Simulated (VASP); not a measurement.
Set up this calculation in VASP 6.6.1, as the native input.

```yaml
Task: single point
Functional: r2SCAN
Potentials_or_basis: VASP PAW PBE potentials, release 64 (Mo_sv, S)
Cutoff: 520 eV
k_mesh: 4 × 4 × 1
Occupations: gaussian, width 0.1 eV
Spin: no spin polarisation
Dipole_correction: no
Further_INCAR_settings: ALGO = Normal; EDIFF = 1e-06; NBANDS = 20
```

MoS2, a slab with vacuum:

```
Mo S
1.0
     3.18413    0.00000    0.00000
    -1.59206    2.75753    0.00000
     0.00000    0.00000   17.33460
Mo S
1 2
Direct
  0.00000 0.00000 0.00000
  0.33333 0.66667 0.08949
  0.33333 0.66667 0.91051
```

One way to write it, as run:

POSCAR

```
MoS2
1.0
    3.1841260000      0.0000000000      0.0000000000
   -1.5920630000      2.7575340049      0.0000000000
    0.0000000000      0.0000000000     17.3346000000
Mo S
1 2
Direct
    0.0000000000      0.0000000000      0.0000000000
    0.3333333333      0.6666666667      0.0894900000
    0.3333333333      0.6666666667      0.9105100000
```

INCAR.step1

```
PREC = Accurate
ENCUT = 520
ISMEAR = 0
SIGMA = 0.1
LREAL = False
LASPH = True
NELM = 60
NBANDS = 20
GGA = PE
ALGO = Normal
EDIFF = 1E-4
LWAVE = True
LCHARG = False
```

INCAR.step2

```
PREC = Accurate
ENCUT = 520
EDIFF = 1E-6
ISMEAR = 0
SIGMA = 0.1
LREAL = False
LASPH = True
NELM = 60
ALGO = Normal
ISIF = 2
LWAVE = False
LCHARG = False
METAGGA = R2SCAN
LMIXTAU = True
NBANDS = 20
ISTART = 1
```

KPOINTS

```
Automatic mesh
0
Gamma
  4 4 1
```

Potentials or basis: VASP PAW PBE potentials, release 64 (Mo_sv, S).

Launch:

```bash
$ cat potpaw_PBE.64/Mo_sv/POTCAR potpaw_PBE.64/S/POTCAR > POTCAR
$ cp INCAR.step1 INCAR
$ mpirun -np 1 vasp_std > vasp.out
$ cp INCAR.step2 INCAR
$ mpirun -np 1 vasp_std > vasp.out
```

It gave:

```json
{
  "Largest force": "0.006 eV/Å",
  "Band gap on the k mesh": "2.25 eV, indirect (least direct gap 2.87 eV)"
}
```

Caveat: the k points lie up to 0.57 Å⁻¹ apart; the PAW data sets were made with another functional, which shifts forces and pressure a little.

Run time: 45 s on 1 thread of Intel(R) Xeon(R) 6975P-C (Granite Rapids), on a shared host, peak memory 0.29 GiB.
